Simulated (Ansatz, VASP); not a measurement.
# One calculation of SiC, two programs

File INCAR:

```
  PREC = Accurate
  ENCUT = 520
  EDIFF = 1E-6
  ISMEAR = 0
  SIGMA = 0.05
  LREAL = False
  LASPH = True
  NELM = 100
  ALGO = Normal
  ISIF = 2
  LWAVE = False
  LCHARG = True
  GGA = CA
  LELF = True
  LVHAR = True
  NBANDS = 16
```

KPOINTS

```
Automatic mesh
0
Gamma
  12 12 6
```

POSCAR

```
SiC
1.0
    3.0759982064      0.0000000000      0.0000000000
   -1.5379991032      2.6638925888      0.0000000000
    0.0000000000      0.0000000000      5.0480000000
Si C
2 2
Direct
    0.3333333333      0.6666666667     -0.0118858954
    0.6666666667      0.3333333333      0.5118858954
    0.3333333333      0.6666666667      0.3877118575
    0.6666666667      0.3333333333      0.8822881425
```

Input for Ansatz:

```yaml
crystal:
  lattice:
    - [3.0759982064, 0.0, 0.0]
    - [-1.5379991032, 2.6638925888, 0.0]
    - [0.0, 0.0, 5.048]
  atoms:
    - { symbol: Si, position: [0.3333333333, 0.6666666667, -0.0118858954] }
    - { symbol: Si, position: [0.6666666667, 0.3333333333, 0.5118858954] }
    - { symbol: C, position: [0.3333333333, 0.6666666667, 0.3877118575] }
    - { symbol: C, position: [0.6666666667, 0.3333333333, 0.8822881425] }
basis:
  ecutwfc: 420
kpoints:
  mp_grid: { grid: [12, 12, 6] }
hamiltonian:
  xc: lda
scf:
  occupations: { method: gaussian, width: 0.05 }
output:
  forces: true
  stress: true
  eigenvalues: true
```

Change from the starting cell: mode 6 (550.6 1/cm) frozen in, largest displacement -0.060 Å.

Alike in both runs: task single point; functional LDA; k mesh 12 × 12 × 6; occupations gaussian, width 0.05 eV; no spin polarisation.

```csv
,VASP,Ansatz
version,VASP 6.6.1,Ansatz 0.2.0
potentials or method,"VASP PAW LDA potentials, release 64 (Si, C), cutoff 520 eV","scalar-relativistic, plane waves, PAW"
valence electrons in the cell,16,16
```

VASP gave:

```
gap on the k mesh at the Fermi level (eV)                     : 2.21
least direct gap on the mesh (eV)                             : 3.83
pressure (GPa)                                                : -2.9
traceless stress, the component that is largest in VASP (GPa) : -1.99
rms of the force components (eV/Å)                            : 0.837
```

What did Ansatz give for the same quantities?

gap on the k mesh at the Fermi level (eV): 2.22; least direct gap on the mesh (eV): 3.84; pressure (GPa): -3.3; traceless stress, the component that is largest in VASP (GPa): -1.97; rms of the force components (eV/Å): 0.838.

LDA's correlation is that of Perdew and Zunger in VASP and of Perdew and Wang (1992) in Ansatz. Atom by atom the forces differ by 0.002 eV/Å (rms over components).
